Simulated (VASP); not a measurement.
Wanted: the native input for a VASP 6.6.1 run.

| Property | Result |
| --- | --- |
| Task | single point |
| Functional | LDA |
| Potentials or basis | VASP PAW LDA potentials, release 64 (Y_sv, B, Pd) |
| Cutoff | 520 eV |
| k mesh | 6 × 6 × 6 |
| Occupations | fermi-dirac, width 0.15 eV |
| Spin | no spin polarisation |
| Dipole correction | no |
| Further INCAR settings | ALGO = Normal; EDIFF = 1e-06; NBANDS = 30 |

The structure of YBPd3 lies in POSCAR:

```
YBPd3
1.0
    4.2665824020      0.0000000000      0.0000000000
    0.0000000000      4.2665824020      0.0000000000
    0.0000000000      0.0000000000      4.2665824020
Y B Pd
1 1 3
Direct
    0.0000000000      0.0000000000      0.0000000000
    0.5000000000      0.5000000000      0.5000000000
    0.0000000000      0.5000000000      0.5000000000
    0.5000000000      0.5000000000      0.0000000000
    0.5000000000      0.0000000000      0.5000000000
```

One way to write it, as run:

INCAR

```
  PREC = Accurate
  ENCUT = 520
  EDIFF = 1E-6
  ISMEAR = -1
  SIGMA = 0.15
  LREAL = False
  LASPH = True
  NELM = 60
  ALGO = Normal
  ISIF = 2
  LWAVE = False
  LCHARG = True
  GGA = CA
  LELF = True
  LVHAR = True
  NBANDS = 30
```

KPOINTS

```
Automatic mesh
0
Gamma
  6 6 6
```

Potentials or basis: VASP PAW LDA potentials, release 64 (Y_sv, B, Pd).

Command:

```sh
$ cat potpaw_LDA.64/Y_sv/POTCAR potpaw_LDA.64/B/POTCAR potpaw_LDA.64/Pd/POTCAR > POTCAR
$ mpirun -np 1 vasp_std > vasp.out
```

It gave:

```
Pressure               : -4.8 GPa
Band gap on the k mesh : zero (bands 22 and 23 overlap by 1.86 eV)
```

Caveat: the cell stands under tension.

Wall time 54 s on 1 thread of Intel Xeon 8259CL, on a shared host, peak memory 0.19 GiB.
